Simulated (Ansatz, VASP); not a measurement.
## TiCo in VASP and in Ansatz

```
Co Ti
1.0
     2.98611    0.00000    0.00000
     0.00000    2.98611    0.00000
     0.00000    0.00000    2.98611
Co Ti
1 1
Cartesian
  1.4931 1.4931 1.4931
  0.0000 0.0000 0.0000
```

Alike in both runs: task single point; functional PBE; k mesh 8 × 8 × 8; occupations fermi-dirac, width 0.05 eV; collinear spin; fixed moment 3 μB.

|  | VASP | Ansatz |
| --- | --- | --- |
| version | VASP 6.6.1 | Ansatz 0.2.0 |
| potentials or method | VASP PAW PBE potentials, release 64 (Co, Ti_sv) | Ansatz PAW |
| plane-wave cutoff (eV) | 520 | 420 |
| valence electrons in the cell | 21 | 29 |

```tsv
	VASP	Ansatz	Ansatz less VASP
pressure (GPa)	11.5	11.9	+0.46
net moment per atom (μB)	1.50	1.50	0.000
size of the moment on the site where the two differ most (μB)	0.80	0.73	-0.068
```

Site moments also hang on the region over which each program counts them. VASP's potentials hold 21 valence electrons a cell and Ansatz's 29, so a difference there can come from the potentials and not from the codes.
